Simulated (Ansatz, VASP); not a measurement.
Pd: VASP and Ansatz over several settings

```
Pd
1.0
     0.00000    1.94650    1.94650
     1.94650    0.00000    1.94650
     1.94650    1.94650    0.00000
Pd
1
Direct
  0.00000 0.00000 0.00000
```

Single points on this cell with VASP 6.6.1 and Ansatz 0.2.0. Each row is one pair of runs. Alike in all rows: spin: off.

```tsv
level	k mesh	smearing	VASP's potentials, cutoff	Ansatz's potentials, cutoff	gap on the k mesh at the Fermi level (eV), VASP	gap on the k mesh at the Fermi level (eV), Ansatz	pressure (GPa), VASP	pressure (GPa), Ansatz
r2SCAN+U (Pd d U = 5.3 eV)	12 × 12 × 12	fermi-dirac, width 0.1 eV	VASP PAW PBE potentials, release 64 (Pd), 520 eV	Ansatz PAW, 500 eV	none	none	-9.3	6.6
BLYP+D3(BJ)	12 × 12 × 12	fermi-dirac, width 0.05 eV	VASP PAW PBE potentials, release 64 (Pd), 520 eV	Ansatz PAW, 420 eV	none	none	1.0	0.6
LDA	12 × 12 × 12	fermi-dirac, width 0.05 eV	VASP PAW LDA potentials, release 64 (Pd), 520 eV	JTH PAW LDA, 1080 eV	none	none	-8.4	-7.5
PBE	12 × 12 × 12	gaussian, width 0.011 eV	VASP PAW PBE potentials, release 64 (Pd), 520 eV	Ansatz PAW, 420 eV	none	none	6.6	6.9
r2SCAN+D4	12 × 12 × 12	fermi-dirac, width 0.05 eV	VASP PAW PBE potentials, release 64 (Pd), 520 eV	Ansatz PAW, 500 eV	none	none	1.2	0.5
PBE	20 × 20 × 20	fermi-dirac, width 0.05 eV	VASP PAW PBE potentials, release 64 (Pd), 520 eV	Ansatz PAW, 420 eV	none	none	6.8	7.1
PBE	12 × 12 × 12	gaussian, width 0.028 eV	VASP PAW PBE potentials, release 64 (Pd), 520 eV	Ansatz PAW, 420 eV	none	none	6.6	6.9
PBE	12 × 12 × 12	gaussian, width 0.013 eV	VASP PAW PBE potentials, release 64 (Pd), 520 eV	Ansatz PAW, 420 eV	none	none	6.7	6.9
```

Pressure (GPa): the two programs differ by at most 15.93.

VASP's potentials hold 10 valence electrons a cell and Ansatz's 18, so a difference there can come from the potentials and not from the codes.

A gap of «none» marks a metal or a gap that the smearing closes.
